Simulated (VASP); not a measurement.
# W3Se2 (P-3m1) in VASP: relaxation of cell and atoms with PBE

Aim: the relaxation of cell and atoms of W3Se2 with PBE.

Everything below comes from runs of VASP 6.6.1. Logs are shortened: lines on timing, memory, paths and dates and some standing lists are left out, and cuts for length are marked.

## (1) The cell of the first run

The structure is trigonal, space group P-3m1 (No. 164). Conventional cell: a = 4.107 Å, b = 4.107 Å, c = 6.139 Å, α = 90.00°, β = 90.00°, γ = 120.00°. Within 3.5 Å of W (site symmetry -3m) lie 6 Se at 2.61 Å and 6 W at 3.43 Å. W (site symmetry 3m) has 5 Se at 2.57 to 3.57 Å and 6 W at 2.64 to 3.43 Å within 3.6 Å. Se (site symmetry 3m) has 7 W at 2.57 to 2.76 Å and 3 Se at 3.21 Å within 3.4 Å.

## (2) Relaxation of cell and atoms, PBE

Contents of INCAR:

```
SYSTEM = W3Se2
PREC = Accurate
ENCUT = 600
EDIFF = 1E-7
ISMEAR = 0
SIGMA = 0.1
LREAL = .False.
LASPH = .True.
NELM = 60
ALGO = Normal
ISIF = 3
LWAVE = .False.
LCHARG = .False.
GGA = PE
IBRION = 2
NSW = 100
EDIFFG = -0.01
```

Contents of KPOINTS:

```
Automatic mesh
0
Gamma
  12 12 6
  0 0 0
```

Contents of POSCAR:

```
W3Se2
1.0
    4.1074430354      0.0000000000      0.0000000000
   -2.0537215177      3.5571500133      0.0000000000
    0.0000000000      0.0000000000      6.1385942763
W Se
3 2
Direct
    0.0000000000      0.0000000000      0.0000000000
    0.3333333333      0.6666666667      0.5951941417
    0.6666666667      0.3333333333      0.4048058583
    0.3333333333      0.6666666667      0.1762044225
    0.6666666667      0.3333333333      0.8237955775
```

Potentials or basis: VASP PAW PBE potentials, release 64 (W_sv, Se).

On the command line:

```
$ cat potpaw_PBE.64/W_sv/POTCAR potpaw_PBE.64/Se/POTCAR > POTCAR
$ mpirun -np 1 vasp_std > vasp.out
```

OUTCAR:

```text
SYSTEM = W3Se2
   PREC = Accurate
   ENCUT = 600
   EDIFF = 1E-7
   ISMEAR = 0
   LREAL = .False.
   LASPH = .True.
   NELM = 60
   ISIF = 3
   GGA = PE
   IBRION = 2
   NSW = 100
   EDIFFG = -0.01

 ion  position               nearest neighbor table
   1  0.000  0.000  0.000-   4 2.61   5 2.61   5 2.61   4 2.61   5 2.61   4 2.61   2 3.43   3 3.43
                             2 3.43   3 3.43   3 3.43   2 3.43
   2  0.333  0.667  0.595-   4 2.57   3 2.64   3 2.64   3 2.64   5 2.76   5 2.76   5 2.76   1 3.43
                             1 3.43   1 3.43
   3  0.667  0.333  0.405-   5 2.57   2 2.64   2 2.64   2 2.64   4 2.76   4 2.76   4 2.76   1 3.43
                             1 3.43   1 3.43
   4  0.333  0.667  0.176-   2 2.57   1 2.61   1 2.61   1 2.61   3 2.76   3 2.76   3 2.76
   5  0.667  0.333  0.824-   3 2.57   1 2.61   1 2.61   1 2.61   2 2.76   2 2.76   2 2.76

  LATTYP: Found a hexagonal cell.
 ALAT       =     4.1074430354
 C/A-ratio  =     1.4945050299

  Lattice vectors:

 A1 = (   4.1074430354,   0.0000000000,   0.0000000000)
 A2 = (  -2.0537215177,   3.5571500133,   0.0000000000)
 A3 = (   0.0000000000,   0.0000000000,   6.1385942763)

Analysis of symmetry for initial positions (statically):
=====================================================================
 Subroutine PRICEL returns:
 Original cell was already a primitive cell.

 Routine SETGRP: Setting up the symmetry group for a
 hexagonal supercell.

 Subroutine GETGRP returns: Found 12 space group operations
 (whereof 12 operations were pure point group operations)
 out of a pool of 24 trial point group operations.

The static configuration has the point symmetry D_3d.

Analysis of symmetry for dynamics (positions and initial velocities):
=====================================================================
 Subroutine PRICEL returns:
 Original cell was already a primitive cell.

 Routine SETGRP: Setting up the symmetry group for a
 hexagonal supercell.

 Subroutine GETGRP returns: Found 12 space group operations
 (whereof 12 operations were pure point group operations)
 out of a pool of 24 trial point group operations.

The dynamic configuration has the point symmetry D_3d.

 Subroutine INISYM returns: Found 12 space group operations
 (whereof 12 operations are pure point group operations),
 and found     1 'primitive' translations

----------------------------------------------------------------------------------------

                                     Primitive cell

  volume of cell :      89.6897

  direct lattice vectors                    reciprocal lattice vectors
     4.107443035  0.000000000  0.000000000     0.243460467  0.140561966  0.000000000
    -2.053721518  3.557150013  0.000000000     0.000000000  0.281123932  0.000000000
     0.000000000  0.000000000  6.138594276     0.000000000  0.000000000  0.162903746

  length of vectors
     4.107443035  4.107443035  6.138594276     0.281123932  0.281123932  0.162903746

  position of ions in fractional coordinates (direct lattice)
     0.000000000  0.000000000  0.000000000
     0.333333333  0.666666667  0.595194142
     0.666666667  0.333333333  0.404805858
     0.333333333  0.666666667  0.176204422
     0.666666667  0.333333333  0.823795578

  ion indices of the primitive-cell ions
   primitive index   ion index
                 1           1
                 2           2
                 3           3
                 4           4
                 5           5

----------------------------------------------------------------------------------------

 KPOINTS: Automatic mesh

Automatic generation of k-mesh.
 Grid dimensions read from file:
 generate k-points for:   12   12    6

 Generating k-lattice:

  Cartesian coordinates                     Fractional coordinates (reciprocal lattice)
     0.020288372  0.011713497  0.000000000     0.083333333  0.000000000  0.000000000
     0.000000000  0.023426994  0.000000000     0.000000000  0.083333333  0.000000000
     0.000000000  0.000000000  0.027150624     0.000000000  0.000000000  0.166666667

  Length of vectors
     0.023426994  0.023426994  0.027150624

  Shift w.r.t. Gamma in fractional coordinates (k-lattice)
     0.000000000  0.000000000  0.000000000

 Subroutine IBZKPT returns following result:
 ===========================================

 Found    100 irreducible k-points:

 Following reciprocal coordinates:
            Coordinates               Weight
  0.000000  0.000000  0.000000      1.000000
  0.083333  0.000000  0.000000      6.000000
  0.166667 -0.000000  0.000000      6.000000
  0.250000  0.000000  0.000000      6.000000
  0.333333 -0.000000  0.000000      6.000000
  0.416667  0.000000  0.000000      6.000000
[... 16 lines left out ...]
  0.166667 -0.000000  0.166667      6.000000
  0.000000  0.166667  0.166667      6.000000
 [... further k-points ...]
   k-points           NKPTS =    100   k-points in BZ     NKDIM =    100   number of bands    NBANDS=     32
   number of dos      NEDOS =    301   number of ions     NIONS =      5
   total plane-waves  NPLWV =  64800
   dimension x,y,z NGX =    36 NGY =   36 NGZ =   50
   dimension x,y,z NGXF=    72 NGYF=   72 NGZF=  100
   ions per type =               3   2
   NGX,Y,Z   is equivalent  to a cutoff of  14.57, 14.57, 13.54 a.u.
   NGXF,Y,Z  is equivalent  to a cutoff of  29.14, 29.14, 27.08 a.u.
 SYSTEM =  W3Se2
   PREC   = accura    normal or accurate (medium, high low for compatibility)
   ISTART =      0    job   : 0-new  1-cont  2-samecut
   ICHARG =      2    charge: 1-file 2-atom 10-const
   ISPIN  =      1    spin polarized calculation?
   LNONCOLLINEAR =      F non collinear calculations
   LSORBIT =      F    spin-orbit coupling
   LASPH  =      T    aspherical Exc in radial PAW
   ENCUT  =  600.0 eV  44.10 Ry    6.64 a.u.   8.20  8.20 12.26*2*pi/ulx,y,z
   NELM   =     60;   NELMIN=  2; NELMDL= -5     # of ELM steps
   EDIFF  = 0.1E-06   stopping-criterion for ELM
   LREAL  =      F    real-space projection
   EDIFFG = -.1E-01   stopping-criterion for IOM
   NSW    =    100    number of steps for IOM
   IBRION =      2    ionic relax: 0-MD 1-quasi-New 2-CG
   NFREE  =      1    steps in history (QN), initial steepest desc. (CG)
   ISIF   =      3    stress and relaxation
   ISYM   =      2    0-nonsym 1-usesym 2-fastsym
   POTIM  = 0.5000    time-step for ionic-motion
   TEBEG  =    0.0;   TEEND  =   0.0 temperature during run
   PSTRESS=    0.0 pullay stress
   NELECT =      54.0000    total number of electrons
   NUPDOWN=      -1.0000    fix difference up-down
   EMIN   =  10.00;   EMAX   =-10.00  energy-range for DOS
   EFERMI =   0.00;   METHOD = LEGACY
   ISMEAR =     0;   SIGMA  =   0.10  broadening in eV -4-tet -1-fermi 0-gaus
   EFERMI_NEDOS =   21; number of points for ismear=-14 and -15
   IALGO  =     38    algorithm
   IMIX   =      4    mixing-type and parameters
     AMIX     =   0.40;   BMIX     =  1.00
     AMIX_MAG =   1.60;   BMIX_MAG =  1.00
  volume/ion in A,a.u.               =      17.94       121.05
  Fermi-wavevector in a.u.,A,eV,Ry     =   1.382373  2.612306 26.000117  1.910955
  Thomas-Fermi vector in A             =   2.507070
   LORBIT       =      0    0 simple, 1 ext, 2 COOP (PROOUT), +10 PAW based schemes
   GGA     = PE    functional components
   LHFCALC =     F    Hartree Fock is set to
   AEXX    =    0.0000 exact exchange contribution
   IVDW    =     0    specifies the selected vdW correction
   LEPSILON=     F    determine dielectric tensor
   LRPA    =     F    only Hartree local field effects (RPA)
 conjugate gradient relaxation of ions
 non-spin polarized calculation
 Gauss-broadening in eV      SIGMA  =   0.10
  energy-cutoff  :      600.00
  volume of cell :       89.69
 maximum number of plane-waves:      3024
 NGX is ok and might be reduce to    36
   NGX = 17   NGY = 17   NGZ = 25

--------------------------------------- Ionic step        1  -------------------------------------------

 number of electron      53.9999999 magnetization

 Free energy of the ion-electron system (eV)
  ---------------------------------------------------
  ext. energy  EPLUGINS =         0.00000000
  ---------------------------------------------------
  free energy    TOTEN  =       -41.06807939 eV

  energy without entropy =      -41.04766250  energy(sigma->0) =      -41.05787094

------------------------ aborting loop because EDIFF is reached ----------------------------------------

  FORCE on cell =-STRESS in cart. coord.  units (eV):
  Direction    XX          YY          ZZ          XY          YZ          ZX
  --------------------------------------------------------------------------------------
  -------------------------------------------------------------------------------------
  Total       -0.0766972     -0.0766972      0.1630576      0.0000000      0.0000000      0.0000000
  in kB       -1.3700854     -1.3700854      2.9127880      0.0000000      0.0000000      0.0000000
  external PRESSURE =       0.0575391 kB  Pullay stress =       0.0000000 kB
[... 180 lines left out ...]
  energy  without entropy=      -41.0483877544  energy(sigma->0) =      -41.05862081

--------------------------------------- Ionic step        6  -------------------------------------------

 number of electron      54.0000000 magnetization

 Free energy of the ion-electron system (eV)
  ---------------------------------------------------
  ext. energy  EPLUGINS =         0.00000000
  ---------------------------------------------------
  free energy    TOTEN  =       -41.06896894 eV

  energy without entropy =      -41.04844890  energy(sigma->0) =      -41.05870892

 E-fermi :   9.0574     XC(G=0): -12.0842

 val. band max:        9.0555032135   @ k =   0.0000   0.0000   0.0000
 cond. band min:       9.0588526792   @ k =   0.1667  -0.0000   0.3333
 fundamental gap:      0.0033494657
 Fermi energy:         9.0574279033

 k-point     1 :       0.0000    0.0000    0.0000
  band No.  band energies     occupation
      1     -64.9845      2.00000
      2     -64.9557      2.00000
      3     -64.8504      2.00000
      4     -29.4193      2.00000
      5     -29.4193      2.00000
      6     -29.3544      2.00000
[... 829 lines left out ...]
     31      10.2512      0.00000
     32      10.7861      0.00000

 [... further k-points ...]

------------------------ aborting loop because EDIFF is reached ----------------------------------------

  FORCE on cell =-STRESS in cart. coord.  units (eV):
  Direction    XX          YY          ZZ          XY          YZ          ZX
  --------------------------------------------------------------------------------------
  -------------------------------------------------------------------------------------
  Total        0.0238918      0.0238918      0.0085052      0.0000000      0.0000000      0.0000000
  in kB        0.4273636      0.4273636      0.1521354      0.0000000      0.0000000      0.0000000
  external PRESSURE =       0.3356209 kB  Pullay stress =       0.0000000 kB
[... 20 lines left out ...]
  FREE ENERGIE OF THE ION-ELECTRON SYSTEM (eV)
  ---------------------------------------------------
  free  energy   TOTEN  =       -41.0689689403 eV

  energy  without entropy=      -41.0484489007  energy(sigma->0) =      -41.05870892

 reached required accuracy - stopping structural energy minimisation
```

Run time: 8.6 min. Hardware: 1 thread of Intel Xeon 6975P-C (Granite Rapids), shared host; peak memory 0.46 GiB.

What came out:

* Free energy: -41.0690 eV
* Relaxed volume: 17.91 Å³/atom
* Relaxed cell: a = 4.102 Å, b = 4.102 Å, c = 6.145 Å, α = 90.00°, β = 90.00°, γ = 120.00°
* Space group after relaxing (to 0.1 Å): P-3m1 (No. 164)
* Energy gained by relaxing: 0.2 meV/atom
* Ionic steps: 6
* Pressure after relaxing: 0.0 GPa
* Largest force after relaxing: 0.010 eV/Å
* Band gap on the k mesh: zero (bands 27 and 28 overlap by 1.38 eV)

Forces in eV/Å, atoms in the order of the input:
```
W    0.000  0.000  0.000
W    0.000  0.000 -0.001
W    0.000  0.000  0.001
Se   0.000  0.000  0.010
Se   0.000  0.000 -0.010
```

The path:
| step | energy change (eV) | largest force (eV/Å) | pressure (GPa) | volume (Å³) |
| --- | --- | --- | --- | --- |
| 1 | 0.0000 | 0.1059 | 0.01 | 89.69 |
| 2 | -0.0006 | 0.0501 | -0.22 | 89.70 |
| 3 | -0.0006 | 0.0462 | -0.18 | 89.70 |
| 4 | -0.0007 | 0.0262 | 0.28 | 89.44 |
| 5 | -0.0008 | 0.0339 | 0.10 | 89.54 |
| 6 | -0.0009 | 0.0097 | 0.03 | 89.57 |

Final structure:
```xyz
5
Lattice="4.1024 0.0000 0.0000 -2.0512 3.5528 0.0000 0.0000 0.0000 6.1455" Properties=species:S:1:pos:R:3 pbc="T T T"
W     4.1024    0.0000    6.1455
W     0.0000    2.3685    3.6630
W     2.0512    1.1843    2.4825
Se    0.0000    2.3685    1.0880
Se    2.0512    1.1843    5.0575
```

Levels at points of the mesh, in eV from the Fermi level:
```
           k point  band 23  band 24  band 25  band 26  band 27  band 28  band 29  band 30  band 31  band 32
(0.00, 0.00, 0.00)    -1.83    -1.51    -0.35    -0.35     0.00     0.27     0.27     0.91     0.91     1.51
(0.50, 0.00, 0.00)    -1.94    -1.13    -0.98    -0.82     0.13     0.15     0.32     1.50     1.97     2.20
(0.00, 0.00, 0.50)    -1.86    -1.86    -1.49    -1.49    -1.26    -1.25     1.92     2.10     2.53     2.53
(0.50, 0.00, 0.50)    -2.04    -1.27    -1.14    -0.38    -0.24     0.36     0.79     1.50     2.02     2.38
```

Caveat: spin-orbit coupling is left out, which moves the levels of the heavy elements.
